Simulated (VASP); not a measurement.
A run of VASP 6.6.1 is set up as follows.

INCAR

```
SYSTEM = CaC2
PREC = Accurate
ENCUT = 600
EDIFF = 1E-6
ISMEAR = 0
SIGMA = 0.05
LREAL = .FALSE.
LASPH = .TRUE.
NELM = 120
ALGO = Normal
ISIF = 2
LWAVE = .FALSE.
LCHARG = .TRUE.
GGA = CA
LELF = .TRUE.
LVHAR = .TRUE.
NBANDS = 16
GGA_COMPAT = .FALSE.
```

KPOINTS

```
regular mesh
0
G
  10 10 10
  0 0 0
```

The input POSCAR:

```
CaC2
1.0
   -1.9258949960      1.9258949960      2.9818700956
    1.9258949960     -1.9258949960      2.9818700956
    1.9258949960      1.9258949960     -2.9818700956
Ca C
1 2
Direct
    0.0000000000      0.0000000000      0.0000000000
    0.5996770466      0.5996770466      0.0000000000
    0.4003229534      0.4003229534      0.0000000000
```

Potentials or basis: VASP PAW LDA potentials, release 64 (Ca_sv, C).

Launch:

```bash
$ cat potpaw_LDA.64/Ca_sv/POTCAR potpaw_LDA.64/C/POTCAR > POTCAR
$ mpirun -np 1 vasp_std > vasp.out
```

(1) What does it give for the largest force?

(2) Estimate the band gap on the k mesh.

(3) What does it give for the pressure?

Results:

(1) 5.521 eV/Å.

(2) 1.23 eV (least direct gap 2.42 eV).

(3) 10.9 GPa.

Caveat: the cell differs from its parent crystal (strain +0.025 along x and y, -0.050 along z); the cell stands under pressure; forces of over 1 eV/Å act on the atoms, so gaps and moduli don't describe the material at rest.
